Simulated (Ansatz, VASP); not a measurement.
## Ag3S2 in VASP and in Ansatz

```xyz
5
Lattice="4.1813 0.0000 0.0000 -2.0907 3.6211 0.0000 0.0000 0.0000 6.5054" Properties=species:S:1:pos:R:3 pbc="T T T"
Ag    0.0000    0.0000    0.0000
Ag    0.0000    2.4141    4.1960
Ag    2.0907    1.2070    2.3094
S     0.0000    2.4141    1.5938
S     2.0907    1.2070    4.9116
```

Alike in both runs: task relaxation of cell and atoms; functional PBE; k mesh 6 × 6 × 4; occupations gaussian, width 0.1 eV; no spin polarisation.

|  | VASP | Ansatz |
| --- | --- | --- |
| version | VASP 6.6.1 | Ansatz 0.2.0 |
| potentials or method | VASP PAW PBE potentials, release 64 (Ag, S), cutoff 600 eV | scalar-relativistic, plane waves, PAW |
| valence electrons in the cell | 45 | 69 |

VASP gave:

```
gap on the k mesh at the Fermi level, each at its own relaxed structure (eV) : none
relaxed volume (Å³/atom)                                                     : 19.51
relaxed cell length with the largest relative difference (Å)                 : 6.734
```

Task: Estimate Ansatz's values.

Result: gap on the k mesh at the Fermi level, each at its own relaxed structure (eV): none; relaxed volume (Å³/atom): 19.49; relaxed cell length with the largest relative difference (Å): 6.765.

A gap of «none» marks a metal or a gap that the smearing closes. VASP's potentials hold 45 valence electrons a cell and Ansatz's 69, so a difference there can come from the potentials and not from the codes.
